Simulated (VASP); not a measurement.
# TiN (Osbornite) (Fm-3m) in VASP: further runs

Runs on TiN (Osbornite). Level: LDA. Tasks: single point.

Everything below comes from runs of VASP 6.6.1. Logs are shortened: lines on timing, memory, paths and dates and some standing lists are left out, and cuts for length are marked.

### 1 The cell of the first run

It takes space group Fm-3m (No. 225, cubic). Conventional cell: a = 4.151 Å, b = 4.151 Å, c = 4.151 Å, α = 90.00°, β = 90.00°, γ = 90.00°. Ti (site symmetry m-3m) has 6 N at 2.08 Å within 2.7 Å. N (site symmetry m-3m) has 6 Ti at 2.08 Å within 2.7 Å.

### 2 Single point, LDA

The input, INCAR:

```
SYSTEM = TiN
PREC = Accurate
ENCUT = 520
EDIFF = 1E-6
ISMEAR = 1
SIGMA = 0.05
LREAL = .FALSE.
LASPH = .TRUE.
NELM = 60
ALGO = Normal
ISIF = 2
LWAVE = .FALSE.
LCHARG = .FALSE.
NBANDS = 16
```

The input, KPOINTS:

```
Automatic mesh
0
G
  9 9 9
  0 0 0
```

The input, POSCAR:

```
TiN
1.0
    0.0000000000      2.0757429644      2.0757429644
    2.0757429644      0.0000000000      2.0757429644
    2.0757429644      2.0757429644      0.0000000000
Ti N
1 1
Direct
    0.0000000000      0.0000000000      0.0000000000
    0.5000000000      0.5000000000      0.5000000000
```

Potentials or basis: VASP PAW LDA potentials, release 64 (Ti_sv, N).

Launch:

```console
cat potpaw_LDA.64/Ti_sv/POTCAR potpaw_LDA.64/N/POTCAR > POTCAR
mpirun -np 1 vasp_std > vasp.out
```

OUTCAR:

```text
SYSTEM = TiN
   PREC = Accurate
   ENCUT = 520
   EDIFF = 1E-6
   ISMEAR = 1
   LREAL = .FALSE.
   LASPH = .TRUE.
   NELM = 60
   ISIF = 2

 ion  position               nearest neighbor table
   1  0.000  0.000  0.000-   2 2.08   2 2.08   2 2.08   2 2.08   2 2.08   2 2.08
   2  0.500  0.500  0.500-   1 2.08   1 2.08   1 2.08   1 2.08   1 2.08   1 2.08

  LATTYP: Found a face centered cubic cell.
 ALAT       =     4.1514859288

  Lattice vectors:

 A1 = (   0.0000000000,   2.0757429644,   2.0757429644)
 A2 = (   2.0757429644,   0.0000000000,   2.0757429644)
 A3 = (   2.0757429644,   2.0757429644,   0.0000000000)

Analysis of symmetry for initial positions (statically):
=====================================================================
 Subroutine PRICEL returns:
 Original cell was already a primitive cell.

 Routine SETGRP: Setting up the symmetry group for a
 face centered cubic supercell.

 Subroutine GETGRP returns: Found 48 space group operations
 (whereof 48 operations were pure point group operations)
 out of a pool of 48 trial point group operations.

The static configuration has the point symmetry O_h .

Analysis of symmetry for dynamics (positions and initial velocities):
=====================================================================
 Subroutine PRICEL returns:
 Original cell was already a primitive cell.

 Routine SETGRP: Setting up the symmetry group for a
 face centered cubic supercell.

 Subroutine GETGRP returns: Found 48 space group operations
 (whereof 48 operations were pure point group operations)
 out of a pool of 48 trial point group operations.

The dynamic configuration has the point symmetry O_h .

 Subroutine INISYM returns: Found 48 space group operations
 (whereof 48 operations are pure point group operations),
 and found     1 'primitive' translations

----------------------------------------------------------------------------------------

                                     Primitive cell

  volume of cell :      17.8875

  direct lattice vectors                    reciprocal lattice vectors
     0.000000000  2.075742964  2.075742964    -0.240877608  0.240877608  0.240877608
     2.075742964  0.000000000  2.075742964     0.240877608 -0.240877608  0.240877608
     2.075742964  2.075742964  0.000000000     0.240877608  0.240877608 -0.240877608

  length of vectors
     2.935543852  2.935543852  2.935543852     0.417212255  0.417212255  0.417212255

  position of ions in fractional coordinates (direct lattice)
     0.000000000  0.000000000  0.000000000
     0.500000000  0.500000000  0.500000000

  ion indices of the primitive-cell ions
   primitive index   ion index
                 1           1
                 2           2

----------------------------------------------------------------------------------------

 KPOINTS: Automatic mesh

Automatic generation of k-mesh.
 Grid dimensions read from file:
 generate k-points for:    9    9    9

 Generating k-lattice:

  Cartesian coordinates                     Fractional coordinates (reciprocal lattice)
    -0.026764179  0.026764179  0.026764179     0.111111111  0.000000000  0.000000000
     0.026764179 -0.026764179  0.026764179     0.000000000  0.111111111  0.000000000
     0.026764179  0.026764179 -0.026764179     0.000000000  0.000000000  0.111111111

  Length of vectors
     0.046356917  0.046356917  0.046356917

  Shift w.r.t. Gamma in fractional coordinates (k-lattice)
     0.000000000  0.000000000  0.000000000

 Subroutine IBZKPT returns following result:
 ===========================================

 Found     35 irreducible k-points:

 Following reciprocal coordinates:
            Coordinates               Weight
  0.000000  0.000000  0.000000      1.000000
  0.111111  0.000000  0.000000      8.000000
  0.222222  0.000000  0.000000      8.000000
  0.333333  0.000000  0.000000      8.000000
  0.444444  0.000000  0.000000      8.000000
  0.111111  0.111111  0.000000      6.000000
[... 16 lines left out ...]
 -0.333333  0.333333  0.000000     12.000000
  0.444444  0.444444  0.000000      6.000000
 [... further k-points ...]
   k-points           NKPTS =     35   k-points in BZ     NKDIM =     35   number of bands    NBANDS=     16
   number of dos      NEDOS =    301   number of ions     NIONS =      2
   total plane-waves  NPLWV =  13824
   dimension x,y,z NGX =    24 NGY =   24 NGZ =   24
   dimension x,y,z NGXF=    48 NGYF=   48 NGZF=   48
   ions per type =               1   1
   NGX,Y,Z   is equivalent  to a cutoff of  13.59, 13.59, 13.59 a.u.
   NGXF,Y,Z  is equivalent  to a cutoff of  27.18, 27.18, 27.18 a.u.
 SYSTEM =  TiN
   PREC   = accura    normal or accurate (medium, high low for compatibility)
   ISTART =      0    job   : 0-new  1-cont  2-samecut
   ICHARG =      2    charge: 1-file 2-atom 10-const
   ISPIN  =      1    spin polarized calculation?
   LNONCOLLINEAR =      F non collinear calculations
   LSORBIT =      F    spin-orbit coupling
   LASPH  =      T    aspherical Exc in radial PAW
   ENCUT  =  520.0 eV  38.22 Ry    6.18 a.u.   5.46  5.46  5.46*2*pi/ulx,y,z
   NELM   =     60;   NELMIN=  2; NELMDL= -5     # of ELM steps
   EDIFF  = 0.1E-05   stopping-criterion for ELM
   LREAL  =      F    real-space projection
   EDIFFG = 0.1E-04   stopping-criterion for IOM
   NSW    =      0    number of steps for IOM
   IBRION =     -1    ionic relax: 0-MD 1-quasi-New 2-CG
   NFREE  =      0    steps in history (QN), initial steepest desc. (CG)
   ISIF   =      2    stress and relaxation
   ISYM   =      2    0-nonsym 1-usesym 2-fastsym
   POTIM  = 0.5000    time-step for ionic-motion
   TEBEG  =    0.0;   TEEND  =   0.0 temperature during run
   PSTRESS=    0.0 pullay stress
   NELECT =      17.0000    total number of electrons
   NUPDOWN=      -1.0000    fix difference up-down
   EMIN   =  10.00;   EMAX   =-10.00  energy-range for DOS
   EFERMI =   0.00;   METHOD = LEGACY
   ISMEAR =     1;   SIGMA  =   0.05  broadening in eV -4-tet -1-fermi 0-gaus
   EFERMI_NEDOS =   21; number of points for ismear=-14 and -15
   IALGO  =     38    algorithm
   IMIX   =      4    mixing-type and parameters
     AMIX     =   0.40;   BMIX     =  1.00
     AMIX_MAG =   1.60;   BMIX_MAG =  1.00
  volume/ion in A,a.u.               =       8.94        60.36
  Fermi-wavevector in a.u.,A,eV,Ry     =   1.609561  3.041630 35.248451  2.590688
  Thomas-Fermi vector in A             =   2.705252
   LORBIT       =      0    0 simple, 1 ext, 2 COOP (PROOUT), +10 PAW based schemes
   GGA     = CA    functional components
   LHFCALC =     F    Hartree Fock is set to
   AEXX    =    0.0000 exact exchange contribution
   IVDW    =     0    specifies the selected vdW correction
   LEPSILON=     F    determine dielectric tensor
   LRPA    =     F    only Hartree local field effects (RPA)
 non-spin polarized calculation
 Methfessel and Paxton  Order N= 1 SIGMA  =   0.05
  energy-cutoff  :      520.00
  volume of cell :       17.89
 maximum number of plane-waves:       531
 NGX is ok and might be reduce to    24
   NGX = 11   NGY = 11   NGZ = 11

 number of electron      16.9999998 magnetization

 Free energy of the ion-electron system (eV)
  ---------------------------------------------------
  ext. energy  EPLUGINS =         0.00000000
  ---------------------------------------------------
  free energy    TOTEN  =       -21.67180296 eV

  energy without entropy =      -21.67192709  energy(sigma->0) =      -21.67184434

 E-fermi :  12.0327     XC(G=0): -13.7286

 val. band max:       11.9583554106   @ k =   0.1111   0.0000   0.0000
 cond. band min:      12.0698839376   @ k =   0.4444   0.2222   0.1111
 fundamental gap:      0.1115285269
 Fermi energy:        12.0327283856

 k-point     1 :       0.0000    0.0000    0.0000
  band No.  band energies     occupation
      1     -44.9915      2.00000
      2     -21.2921      2.00000
      3     -21.2921      2.00000
      4     -21.2921      2.00000
      5      -5.1437      2.00000
      6      10.0001      2.00000
[... 8 lines left out ...]
     15      25.4476      0.00000
     16      32.7610      0.00000

 k-point     2 :       0.1111    0.0000    0.0000
  band No.  band energies     occupation
      1     -44.9757      2.00000
      2     -21.3968      2.00000
      3     -21.3003      2.00000
      4     -21.3003      2.00000
      5      -4.8736      2.00000
      6       8.7802      2.00000
[... 8 lines left out ...]
     15      25.6767      0.00000
     16      32.3640      0.00000

 k-point     3 :       0.2222    0.0000    0.0000
  band No.  band energies     occupation
      1     -44.9353      2.00000
      2     -21.6543      2.00000
      3     -21.3211      2.00000
      4     -21.3211      2.00000
      5      -4.1476      2.00000
      6       6.8141      2.00000
[... 8 lines left out ...]
     15      25.6217      0.00000
     16      30.8856      0.00000

 k-point     4 :       0.3333    0.0000    0.0000
  band No.  band energies     occupation
      1     -44.8890      2.00000
      2     -21.9355      2.00000
      3     -21.3446      2.00000
      4     -21.3446      2.00000
      5      -3.1991      2.00000
      6       4.9834      2.00000
[... 8 lines left out ...]
     15      25.7413      0.00000
     16      28.8217      0.00000
[... 324 lines left out ...]
 k-point    22 :      -0.4444    0.3333    0.0000
  band No.  band energies     occupation
      1     -44.8166      2.00000
      2     -21.9122      2.00000
      3     -21.6818      2.00000
      4     -21.4960      2.00000
      5      -3.2406      2.00000
      6       5.8614      2.00000
[... 8 lines left out ...]
     15      25.1700      0.00000
     16      25.7515      0.00000

 k-point    23 :      -0.3333    0.3333    0.0000
  band No.  band energies     occupation
      1     -44.8210      2.00000
      2     -21.8401      2.00000
      3     -21.7869      2.00000
      4     -21.4460      2.00000
      5      -2.9404      2.00000
      6       5.2714      2.00000
[... 8 lines left out ...]
     15      24.1589      0.00000
     16      26.2097      0.00000

 k-point    24 :       0.4444    0.4444    0.0000
  band No.  band energies     occupation
      1     -44.8158      2.00000
      2     -21.9728      2.00000
      3     -21.5504      2.00000
      4     -21.5504      2.00000
      5      -3.6809      2.00000
      6       6.0318      2.00000
[... 8 lines left out ...]
     15      24.7774      0.00000
     16      27.3031      0.00000

 [... further k-points ...]
[... 5 lines left out ...]
  --------------------------------------------------------------------------------------
  -------------------------------------------------------------------------------------
  Total        0.6496896      0.6496896      0.6496896      0.0000000      0.0000000     -0.0000000
  in kB       58.1923306     58.1923306     58.1923306      0.0000000      0.0000000     -0.0000000
  external PRESSURE =      58.1923306 kB  Pullay stress =       0.0000000 kB

 VOLUME and BASIS-vectors are now :
 -----------------------------------------------------------------------------
  energy-cutoff  :      520.00
  volume of cell :       17.89
      direct lattice vectors                 reciprocal lattice vectors
     0.000000000  2.075742964  2.075742964    -0.240877608  0.240877608  0.240877608
     2.075742964  0.000000000  2.075742964     0.240877608 -0.240877608  0.240877608
     2.075742964  2.075742964  0.000000000     0.240877608  0.240877608 -0.240877608

 POSITION                                       TOTAL-FORCE (eV/Angst)
 -----------------------------------------------------------------------------------
      0.00000      0.00000      0.00000         0.000000     -0.000000      0.000000
      2.07574      2.07574      2.07574        -0.000000      0.000000     -0.000000
 -----------------------------------------------------------------------------------
    total drift:                                0.000000     -0.000000     -0.000000

  FREE ENERGIE OF THE ION-ELECTRON SYSTEM (eV)
  ---------------------------------------------------
  free  energy   TOTEN  =       -21.6718029619 eV

  energy  without entropy=      -21.6719270931  energy(sigma->0) =      -21.67184434
```

It took 12 s on 1 thread of AMD EPYC 7R13 (Zen 3), shared host; peak memory 0.1 GiB.

What came out:

| Property | Result |
| --- | --- |
| Free energy | -21.6718 eV |
| Pressure | 5.8 GPa |

Levels at points of the mesh, in eV from the Fermi level:
| k point | band 7 | band 8 | band 9 | band 10 | band 11 | band 12 |
| --- | --- | --- | --- | --- | --- | --- |
| (0.00, 0.00, 0.00) | -2.03 | -2.03 | -0.67 | -0.67 | -0.67 | 0.65 |

### 3 Single point, LDA

This run uses another cell than the first one, of 9.23 Å³/atom, 1.032 times its volume.

The input, INCAR:

```
PREC     = Accurate       # precision mode
ENCUT    = 520            # plane-wave cutoff, eV
EDIFF    = 1E-6           # SCF threshold, eV
ISMEAR   = 1              # smearing method
SIGMA    = 0.05           # smearing width, eV
LREAL    = F              # projectors in reciprocal space
LASPH    = T              # aspherical terms in the spheres
NELM     = 80             # most SCF steps
ALGO     = Normal         # electronic algorithm
ISIF     = 2              # what is computed and relaxed
LWAVE    = F              # write WAVECAR
LCHARG   = T              # write CHGCAR
LELF     = T              # ELF
LVHAR    = T            
NBANDS   = 16             # bands
```

The input, KPOINTS:

```
regular mesh
0
Gamma
  9 9 9
```

The input, POSCAR:

```
TiN
1.0
    0.0000000000      2.0975944961      2.0975944961
    2.0975944961      0.0000000000      2.0975944961
    2.0975944961      2.0975944961      0.0000000000
Ti N
1 1
Direct
    0.0000000000      0.0000000000      0.0000000000
    0.5000000000      0.5000000000      0.5000000000
```

Potentials or basis: VASP PAW LDA potentials, release 64 (Ti_sv, N).

Launch:

```console
cat potpaw_LDA.64/Ti_sv/POTCAR potpaw_LDA.64/N/POTCAR > POTCAR
mpirun -np 1 vasp_std > vasp.out
```

OUTCAR:

```text
PREC = Accurate
   ENCUT = 520
   EDIFF = 1E-6
   ISMEAR = 1
   LREAL = F
   LASPH = T
   NELM = 80
   ISIF = 2

 ion  position               nearest neighbor table
   1  0.000  0.000  0.000-   2 2.10   2 2.10   2 2.10   2 2.10   2 2.10   2 2.10
   2  0.500  0.500  0.500-   1 2.10   1 2.10   1 2.10   1 2.10   1 2.10   1 2.10

  LATTYP: Found a face centered cubic cell.
 ALAT       =     4.1951889922

  Lattice vectors:

 A1 = (   0.0000000000,   2.0975944961,   2.0975944961)
 A2 = (   2.0975944961,   0.0000000000,   2.0975944961)
 A3 = (   2.0975944961,   2.0975944961,   0.0000000000)

Analysis of symmetry for initial positions (statically):
=====================================================================
 Subroutine PRICEL returns:
 Original cell was already a primitive cell.

 Routine SETGRP: Setting up the symmetry group for a
 face centered cubic supercell.

 Subroutine GETGRP returns: Found 48 space group operations
 (whereof 48 operations were pure point group operations)
 out of a pool of 48 trial point group operations.

The static configuration has the point symmetry O_h .

Analysis of symmetry for dynamics (positions and initial velocities):
=====================================================================
 Subroutine PRICEL returns:
 Original cell was already a primitive cell.

 Routine SETGRP: Setting up the symmetry group for a
 face centered cubic supercell.

 Subroutine GETGRP returns: Found 48 space group operations
 (whereof 48 operations were pure point group operations)
 out of a pool of 48 trial point group operations.

The dynamic configuration has the point symmetry O_h .

 Subroutine INISYM returns: Found 48 space group operations
 (whereof 48 operations are pure point group operations),
 and found     1 'primitive' translations

----------------------------------------------------------------------------------------

[... 111 lines left out ...]
     AMIX     =   0.40;   BMIX     =  1.00
     AMIX_MAG =   1.60;   BMIX_MAG =  1.00
  volume/ion in A,a.u.               =       9.23        62.28
  Fermi-wavevector in a.u.,A,eV,Ry     =   1.592794  3.009944 34.517881  2.536993
  Thomas-Fermi vector in A             =   2.691124
   LORBIT       =      0    0 simple, 1 ext, 2 COOP (PROOUT), +10 PAW based schemes
   GGA     = CA    functional components
   LHFCALC =     F    Hartree Fock is set to
   AEXX    =    0.0000 exact exchange contribution
   IVDW    =     0    specifies the selected vdW correction
   LEPSILON=     F    determine dielectric tensor
   LRPA    =     F    only Hartree local field effects (RPA)
 non-spin polarized calculation
 Methfessel and Paxton  Order N= 1 SIGMA  =   0.05
  energy-cutoff  :      520.00
  volume of cell :       18.46
 maximum number of plane-waves:       531
 NGX is ok and might be reduce to    24
   NGX = 11   NGY = 11   NGZ = 11

 number of electron      16.9999997 magnetization

 Free energy of the ion-electron system (eV)
  ---------------------------------------------------
  ext. energy  EPLUGINS =         0.00000000
  ---------------------------------------------------
  free energy    TOTEN  =       -21.67474017 eV

  energy without entropy =      -21.67487567  energy(sigma->0) =      -21.67478534

 E-fermi :  11.5892     XC(G=0): -13.5544

 val. band max:       11.5157816760   @ k =   0.1111   0.0000   0.0000
 cond. band min:      11.6264174410   @ k =   0.4444   0.2222   0.1111
 fundamental gap:      0.1106357650
 Fermi energy:        11.5891662617

 k-point     1 :       0.0000    0.0000    0.0000
  band No.  band energies     occupation
      1     -45.4760      2.00000
      2     -21.8059      2.00000
      3     -21.8059      2.00000
      4     -21.8059      2.00000
      5      -5.3982      2.00000
      6       9.5955      2.00000
[... 433 lines left out ...]
      3     -22.0378      2.00000
      4     -22.0378      2.00000
      5      -3.9447      2.00000
      6       5.6605      2.00000
[... 8 lines left out ...]
     15      23.9788      0.00000
     16      26.4820      0.00000

 [... further k-points ...]

------------------------ aborting loop because EDIFF is reached ----------------------------------------

  FORCE on cell =-STRESS in cart. coord.  units (eV):
  Direction    XX          YY          ZZ          XY          YZ          ZX
  --------------------------------------------------------------------------------------
  -------------------------------------------------------------------------------------
  Total       -0.4918321     -0.4918321     -0.4918321      0.0000000     -0.0000000      0.0000000
  in kB      -42.6906612    -42.6906612    -42.6906612      0.0000000     -0.0000000      0.0000000
  external PRESSURE =     -42.6906612 kB  Pullay stress =       0.0000000 kB

 VOLUME and BASIS-vectors are now :
 -----------------------------------------------------------------------------
  energy-cutoff  :      520.00
  volume of cell :       18.46
      direct lattice vectors                 reciprocal lattice vectors
     0.000000000  2.097594496  2.097594496    -0.238368284  0.238368284  0.238368284
     2.097594496  0.000000000  2.097594496     0.238368284 -0.238368284  0.238368284
     2.097594496  2.097594496  0.000000000     0.238368284  0.238368284 -0.238368284

 POSITION                                       TOTAL-FORCE (eV/Angst)
 -----------------------------------------------------------------------------------
      0.00000      0.00000      0.00000         0.000000      0.000000      0.000000
      2.09759      2.09759      2.09759         0.000000     -0.000000     -0.000000
 -----------------------------------------------------------------------------------
    total drift:                                0.000000     -0.000000     -0.000000

  FREE ENERGIE OF THE ION-ELECTRON SYSTEM (eV)
  ---------------------------------------------------
  free  energy   TOTEN  =       -21.6747401731 eV

  energy  without entropy=      -21.6748756723  energy(sigma->0) =      -21.67478534
```

stdout:

```text
POSCAR found type information on POSCAR TiN
 POSCAR found :  2 types and       2 ions
 scaLAPACK will be used
 LDA part: xc-table for (Slater(with rela. corr.)+CA(PZ))
 , standard interpolation
 POSCAR, INCAR and KPOINTS ok, starting setup
 FFT: planning ... GRIDC
 FFT: planning ... GRID_SOFT
 FFT: planning ... GRID
 WAVECAR not read
 entering main loop
```

Run time: 12 s. Hardware: 1 thread of AMD EPYC 7R13 (Zen 3), shared host; peak memory 0.1 GiB.

What came out:

```
Free energy : -21.6747 eV
Pressure    : -4.3 GPa
```
